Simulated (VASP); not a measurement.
# Ca4B3 (P1) in VASP: a series of runs

Ca4B3 is run at these levels: PBE; tasks: single point.

All numbers are computed with VASP 6.6.1; they aren't measurements. Logs are shortened: lines on timing, memory, paths and dates and some standing lists are left out, and cuts for length are marked.

### 1 The cell of the first run

The typed cell holds 7 atoms: a = 4.421 Å, b = 5.146 Å, c = 7.327 Å, α = 71.44°, β = 85.91°, γ = 88.18°.

### 2 Single point, PBE

Input file INCAR:

```
ALGO = Fast
EDIFF = 1E-6
ENCUT = 520
GGA = PE
ISIF = 2
ISMEAR = 0
LASPH = True
LCHARG = True
LELF = True
LREAL = False
LVHAR = True
LWAVE = False
NBANDS = 34
NELM = 60
PREC = Accurate
SIGMA = 0.1
```

Input file KPOINTS:

```
k-points
0
Gamma
  4 4 4
```

Input file POSCAR:

```
Ca4B3
1.0
    4.4207047080      0.0000000000      0.0000000000
    0.1629998094      5.1435390592      0.0000000000
    0.5228512730      2.3169922420      6.9311648473
Ca B
4 3
Direct
    0.4394427643      0.4809685061      0.3061718688
    0.9207137900      0.0951628704      0.1520429950
    0.9513332784      0.5271179222      0.6880741197
    0.4675375415      0.9627762913      0.7773914422
    0.4341930619      0.3836181912      0.9428271085
    0.0187076653      0.1125407698      0.5107312604
    0.2680718986      0.9378154489      0.4399696353
```

Potentials or basis: VASP PAW PBE potentials, release 64 (Ca_sv, B).

Command:

```
$ cat potpaw_PBE.64/Ca_sv/POTCAR potpaw_PBE.64/B/POTCAR > POTCAR
$ mpirun -np 1 vasp_std > vasp.out
```

OUTCAR:

```text
EDIFF = 1E-6
   ENCUT = 520
   GGA = PE
   ISIF = 2
   ISMEAR = 0
   LASPH = True
   LREAL = False
   NELM = 60
   PREC = Accurate

 ion  position               nearest neighbor table
   1  0.439  0.481  0.306-
   2  0.921  0.095  0.152-   7 2.60
   3  0.951  0.527  0.688-   7 2.67
   4  0.468  0.963  0.777-
   5  0.434  0.384  0.943-
   6  0.019  0.113  0.511-   7 1.56
   7  0.268  0.938  0.440-   6 1.56   2 2.60   3 2.67

  LATTYP: Found a triclinic cell.
 ALAT       =     4.4207047080
 B/A-ratio  =     2.3457632606
 C/A-ratio  =     2.6076344259
 COS(alpha) =     0.0048847099
 COS(beta)  =     0.4005659165
 COS(gamma) =     0.8683194679

  Lattice vectors:

 A1 = (   4.4207047080,   0.0000000000,   0.0000000000)
 A2 = (   9.0044092254,   5.1435390592,   0.0000000000)
 A3 = (   4.6175563622,  -7.9700858764,   6.9311648473)

Analysis of symmetry for initial positions (statically):
=====================================================================
 Subroutine PRICEL returns:
 Original cell was already a primitive cell.

 Routine SETGRP: Setting up the symmetry group for a
 triclinic supercell.

 Subroutine GETGRP returns: Found  1 space group operations
 (whereof  1 operations were pure point group operations)
 out of a pool of  2 trial point group operations.

The static configuration has the point symmetry C_1 .

Analysis of symmetry for dynamics (positions and initial velocities):
=====================================================================
 Subroutine PRICEL returns:
 Original cell was already a primitive cell.

 Routine SETGRP: Setting up the symmetry group for a
 triclinic supercell.

 Subroutine GETGRP returns: Found  1 space group operations
 (whereof  1 operations were pure point group operations)
 out of a pool of  2 trial point group operations.

The dynamic configuration has the point symmetry C_1 .

 Subroutine INISYM returns: Found  1 space group operations
 (whereof  1 operations are pure point group operations),
 and found     1 'primitive' translations

----------------------------------------------------------------------------------------

                                     Primitive cell

  volume of cell :     157.6013

  direct lattice vectors                    reciprocal lattice vectors
     4.420704708  0.000000000  0.000000000     0.226208278 -0.007168587 -0.014667625
     0.162999809  5.143539059  0.000000000     0.000000000  0.194418666 -0.064991462
     0.522851273  2.316992242  6.931164847     0.000000000  0.000000000  0.144275893

  length of vectors
     4.420704708  5.146121160  7.326859671     0.226796633  0.204993921  0.144275893

  position of ions in fractional coordinates (direct lattice)
     0.439442764  0.480968506  0.306171869
     0.920713790  0.095162870  0.152042995
     0.951333278  0.527117922  0.688074120
     0.467537542  0.962776291  0.777391442
     0.434193062  0.383618191  0.942827108
     0.018707665  0.112540770  0.510731260
     0.268071899  0.937815449  0.439969635

  ion indices of the primitive-cell ions
   primitive index   ion index
                 1           1
                 2           2
                 3           3
                 4           4
                 5           5
                 6           6
                 7           7

----------------------------------------------------------------------------------------

 KPOINTS: k-points

Automatic generation of k-mesh.
 Grid dimensions read from file:
 generate k-points for:    4    4    4

 Generating k-lattice:

  Cartesian coordinates                     Fractional coordinates (reciprocal lattice)
     0.056552070 -0.001792147 -0.003666906     0.250000000  0.000000000 -0.000000000
     0.000000000  0.048604666 -0.016247866     0.000000000  0.250000000  0.000000000
     0.000000000  0.000000000  0.036068973     0.000000000  0.000000000  0.250000000

  Length of vectors
     0.056699158  0.051248480  0.036068973

  Shift w.r.t. Gamma in fractional coordinates (k-lattice)
     0.000000000  0.000000000  0.000000000

 Subroutine IBZKPT returns following result:
 ===========================================

 Found     36 irreducible k-points:

 Following reciprocal coordinates:
            Coordinates               Weight
  0.000000  0.000000  0.000000      1.000000
  0.250000  0.000000  0.000000      2.000000
  0.500000  0.000000  0.000000      1.000000
  0.000000  0.250000  0.000000      2.000000
  0.250000  0.250000  0.000000      2.000000
  0.500000  0.250000  0.000000      2.000000
[... 16 lines left out ...]
  0.000000 -0.250000  0.250000      2.000000
  0.250000 -0.250000  0.250000      2.000000
 [... further k-points ...]
   k-points           NKPTS =     36   k-points in BZ     NKDIM =     36   number of bands    NBANDS=     34
   number of dos      NEDOS =    301   number of ions     NIONS =      7
   total plane-waves  NPLWV =  77760
   dimension x,y,z NGX =    36 NGY =   40 NGZ =   54
   dimension x,y,z NGXF=    72 NGYF=   80 NGZF=  108
   ions per type =               4   3
   NGX,Y,Z   is equivalent  to a cutoff of  13.54, 12.92, 12.25 a.u.
   NGXF,Y,Z  is equivalent  to a cutoff of  27.08, 25.84, 24.51 a.u.
 SYSTEM =  unknown system
   PREC   = accura    normal or accurate (medium, high low for compatibility)
   ISTART =      0    job   : 0-new  1-cont  2-samecut
   ICHARG =      2    charge: 1-file 2-atom 10-const
   ISPIN  =      1    spin polarized calculation?
   LNONCOLLINEAR =      F non collinear calculations
   LSORBIT =      F    spin-orbit coupling
   LASPH  =      T    aspherical Exc in radial PAW
   ENCUT  =  520.0 eV  38.22 Ry    6.18 a.u.   8.22  9.57 13.62*2*pi/ulx,y,z
   NELM   =     60;   NELMIN=  2; NELMDL= -5     # of ELM steps
   EDIFF  = 0.1E-05   stopping-criterion for ELM
   LREAL  =      F    real-space projection
   EDIFFG = 0.1E-04   stopping-criterion for IOM
   NSW    =      0    number of steps for IOM
   IBRION =     -1    ionic relax: 0-MD 1-quasi-New 2-CG
   NFREE  =      0    steps in history (QN), initial steepest desc. (CG)
   ISIF   =      2    stress and relaxation
   ISYM   =      2    0-nonsym 1-usesym 2-fastsym
   POTIM  = 0.5000    time-step for ionic-motion
   TEBEG  =    0.0;   TEEND  =   0.0 temperature during run
   PSTRESS=    0.0 pullay stress
   NELECT =      49.0000    total number of electrons
   NUPDOWN=      -1.0000    fix difference up-down
   EMIN   =  10.00;   EMAX   =-10.00  energy-range for DOS
   EFERMI =   0.00;   METHOD = LEGACY
   ISMEAR =     0;   SIGMA  =   0.10  broadening in eV -4-tet -1-fermi 0-gaus
   EFERMI_NEDOS =   21; number of points for ismear=-14 and -15
   IALGO  =     68    algorithm
   IMIX   =      4    mixing-type and parameters
     AMIX     =   0.40;   BMIX     =  1.00
     AMIX_MAG =   1.60;   BMIX_MAG =  1.00
  volume/ion in A,a.u.               =      22.51       151.94
  Fermi-wavevector in a.u.,A,eV,Ry     =   1.109056  2.095813 16.735246  1.230006
  Thomas-Fermi vector in A             =   2.245591
   LORBIT       =      0    0 simple, 1 ext, 2 COOP (PROOUT), +10 PAW based schemes
   GGA     = PE    functional components
   LHFCALC =     F    Hartree Fock is set to
   AEXX    =    0.0000 exact exchange contribution
   IVDW    =     0    specifies the selected vdW correction
   LEPSILON=     F    determine dielectric tensor
   LRPA    =     F    only Hartree local field effects (RPA)
 non-spin polarized calculation
 RMM-DIIS sequential band-by-band and
 Gauss-broadening in eV      SIGMA  =   0.10
  energy-cutoff  :      520.00
  volume of cell :      157.60
 maximum number of plane-waves:      4266
 NGX is ok and might be reduce to    36
   NGX = 17   NGY = 19   NGZ = 27

 number of electron      48.9999998 magnetization

 Free energy of the ion-electron system (eV)
  ---------------------------------------------------
  ext. energy  EPLUGINS =         0.00000000
  ---------------------------------------------------
  free energy    TOTEN  =       -25.60858013 eV

  energy without entropy =      -25.57878658  energy(sigma->0) =      -25.59368336

 E-fermi :   2.5893     XC(G=0):  -8.8972

 val. band max:        2.5703826731   @ k =   0.2500   0.5000   0.0000
 cond. band min:       2.5956217207   @ k =   0.5000   0.2500   0.5000
 fundamental gap:      0.0252390477
 Fermi energy:         2.5892576326

 k-point     1 :       0.0000    0.0000    0.0000
  band No.  band energies     occupation
      1     -38.2904      2.00000
      2     -38.1516      2.00000
      3     -37.9776      2.00000
      4     -37.8702      2.00000
      5     -19.4538      2.00000
      6     -19.3674      2.00000
[... 26 lines left out ...]
     33       5.7527      0.00000
     34       6.4519      0.00000

 k-point     2 :       0.2500    0.0000    0.0000
  band No.  band energies     occupation
      1     -38.2885      2.00000
      2     -38.1524      2.00000
      3     -37.9742      2.00000
      4     -37.8728      2.00000
      5     -19.4520      2.00000
      6     -19.3548      2.00000
[... 26 lines left out ...]
     33       5.7586      0.00000
     34       6.1447      0.00000

 k-point     3 :       0.5000    0.0000    0.0000
  band No.  band energies     occupation
      1     -38.2867      2.00000
      2     -38.1533      2.00000
      3     -37.9706      2.00000
      4     -37.8756      2.00000
      5     -19.4546      2.00000
      6     -19.3371      2.00000
[... 26 lines left out ...]
     33       6.2993      0.00000
     34       6.6905      0.00000
[... 704 lines left out ...]
 k-point    23 :       0.0000   -0.2500    0.2500
  band No.  band energies     occupation
      1     -38.2891      2.00000
      2     -38.1527      2.00000
      3     -37.9748      2.00000
      4     -37.8731      2.00000
      5     -19.4419      2.00000
      6     -19.3591      2.00000
[... 26 lines left out ...]
     33       6.0170      0.00000
     34       6.2281      0.00000

 k-point    24 :       0.2500   -0.2500    0.2500
  band No.  band energies     occupation
      1     -38.2877      2.00000
      2     -38.1531      2.00000
      3     -37.9722      2.00000
      4     -37.8750      2.00000
      5     -19.4492      2.00000
      6     -19.3509      2.00000
[... 26 lines left out ...]
     33       6.0018      0.00000
     34       6.2696      0.00000

 [... further k-points ...]

------------------------ aborting loop because EDIFF is reached ----------------------------------------

  FORCE on cell =-STRESS in cart. coord.  units (eV):
  Direction    XX          YY          ZZ          XY          YZ          ZX
  --------------------------------------------------------------------------------------
  -------------------------------------------------------------------------------------
  Total       -0.1910945      0.1205165      0.4095004     -0.0473108     -0.1224034      0.0337344
  in kB       -1.9426701      1.2251730      4.1629876     -0.4809620     -1.2443547      0.3429448
  external PRESSURE =       1.1484968 kB  Pullay stress =       0.0000000 kB

 VOLUME and BASIS-vectors are now :
 -----------------------------------------------------------------------------
  energy-cutoff  :      520.00
  volume of cell :      157.60
      direct lattice vectors                 reciprocal lattice vectors
     4.420704708  0.000000000  0.000000000     0.226208278 -0.007168587 -0.014667625
     0.162999809  5.143539059  0.000000000     0.000000000  0.194418666 -0.064991462
     0.522851273  2.316992242  6.931164847     0.000000000  0.000000000  0.144275893

 POSITION                                       TOTAL-FORCE (eV/Angst)
 -----------------------------------------------------------------------------------
      2.18113      3.18328      2.12213         0.009722      0.005931      0.021835
      4.16521      0.84176      1.05384        -0.015768     -0.020337      0.077664
      4.65124      4.30551      4.76916         0.004629      0.002994     -0.067661
      2.63024      6.75329      5.38823         0.012245     -0.016231     -0.037826
      2.47493      4.15768      6.53489         0.011222      0.021766     -0.000676
      0.36808      1.76222      3.53996        -0.016375     -0.008060     -0.003848
      1.56797      5.84310      3.04950        -0.005677      0.013938      0.010513
 -----------------------------------------------------------------------------------
    total drift:                               -0.000563      0.000637      0.000320

  FREE ENERGIE OF THE ION-ELECTRON SYSTEM (eV)
  ---------------------------------------------------
  free  energy   TOTEN  =       -25.6085801326 eV

  energy  without entropy=      -25.5787865819  energy(sigma->0) =      -25.59368336
```

Wall time 2.7 min (1 thread of Intel Xeon 6975P-C (Granite Rapids), shared host); peak memory 0.35 GiB.

What came out:

```yaml
Free_energy: -25.6086 eV
Pressure: 0.1 GPa
Largest_force: 0.082 eV/Å
Band_gap_on_the_k_mesh: zero (an odd number of electrons rules out a gap without spin polarisation)
```

Forces in eV/Å, atoms in the order of the input:
```
Ca   0.010  0.006  0.022
Ca  -0.016 -0.020  0.078
Ca   0.005  0.003 -0.068
Ca   0.012 -0.016 -0.038
B    0.011  0.022 -0.001
B   -0.016 -0.008 -0.004
B   -0.006  0.014  0.011
```

### 3 Single point, PBE

Input file INCAR:

```
SYSTEM = Ca4B3
ALGO = Fast
EDIFF = 1E-6
ENCUT = 520
GGA = PE
ISIF = 2
ISMEAR = 0
LASPH = .TRUE.
LCHARG = .TRUE.
LELF = .TRUE.
LREAL = .FALSE.
LVHAR = .TRUE.
LWAVE = .FALSE.
NBANDS = 34
NELM = 100
PREC = Accurate
SIGMA = 0.2
```

Input file KPOINTS:

```
k-points
0
G
  6 6 4
  0 0 0
```

Input file POSCAR:

```
Ca4B3
1.0
    5.0951725917     -0.0586840121      0.7199551647
   -0.0699613411      4.4177509189     -0.1456445819
    1.3353968816     -0.2647070834      7.1992720446
Ca B
4 3
Direct
    0.4809685061      0.5605572357      0.3061718688
    1.0951628704      0.0792862100      0.1520429950
    0.5271179222      0.0486667216      0.6880741197
   -0.0372237087      0.5324624585      0.7773914422
    0.3836181912      0.5658069381      0.9428271085
    1.1125407698     -0.0187076653      0.5107312604
   -0.0621845511     -0.2680718986      0.4399696353
```

Potentials or basis: VASP PAW PBE potentials, release 64 (Ca_sv, B).

Command:

```
$ cat potpaw_PBE.64/Ca_sv/POTCAR potpaw_PBE.64/B/POTCAR > POTCAR
$ mpirun -np 1 vasp_std > vasp.out
```

Wall time 6.4 min (1 thread of Intel Xeon 6975P-C (Granite Rapids), shared host); peak memory 0.48 GiB.

Results (log left out):

```yaml
Free_energy: -25.6417 eV
Pressure: 0.1 GPa
Largest_force: 0.037 eV/Å
Band_gap_on_the_k_mesh: zero (an odd number of electrons rules out a gap without spin polarisation)
```

Forces on the atoms (eV/Å):
```
Ca   0.014 -0.009 -0.008
Ca  -0.009  0.008 -0.005
Ca   0.000  0.002  0.010
Ca  -0.004 -0.012  0.006
B    0.004  0.001  0.001
B    0.022  0.027  0.011
B   -0.026 -0.018 -0.015
```

Stress tensor (GPa, compression positive):
```
 0.07  0.04 -0.03
 0.04  0.00 -0.04
-0.03 -0.04  0.10
```

Levels at points of the mesh, in eV from the Fermi level:
```csv
k point,band 21,band 22,band 23,band 24,band 25,band 26,band 27,band 28,band 29,band 30
"(0.00, 0.00, 0.00)",-1.62,-0.90,-0.68,-0.47,0.10,0.69,1.13,1.39,2.21,2.40
"(0.50, 0.00, 0.00)",-1.56,-0.90,-0.78,-0.16,0.08,0.83,1.21,1.91,2.06,2.25
"(0.00, 0.50, 0.00)",-1.63,-1.37,-0.79,-0.17,0.12,0.97,1.10,1.43,1.69,1.80
"(0.50, 0.50, 0.00)",-1.67,-1.31,-0.81,-0.61,0.16,0.18,1.16,1.53,2.17,2.35
"(0.00, 0.00, 0.50)",-1.85,-0.93,-0.55,0.01,0.16,0.52,0.82,1.37,2.06,2.26
"(0.50, 0.00, 0.50)",-1.16,-1.08,-0.62,-0.50,0.10,0.93,1.28,1.39,1.85,2.42
"(0.00, 0.50, 0.50)",-1.63,-1.18,-0.79,-0.16,0.13,0.73,1.16,1.40,1.72,2.10
"(0.50, 0.50, 0.50)",-1.61,-1.50,-0.75,-0.49,-0.03,0.55,1.05,1.64,2.01,2.62
```
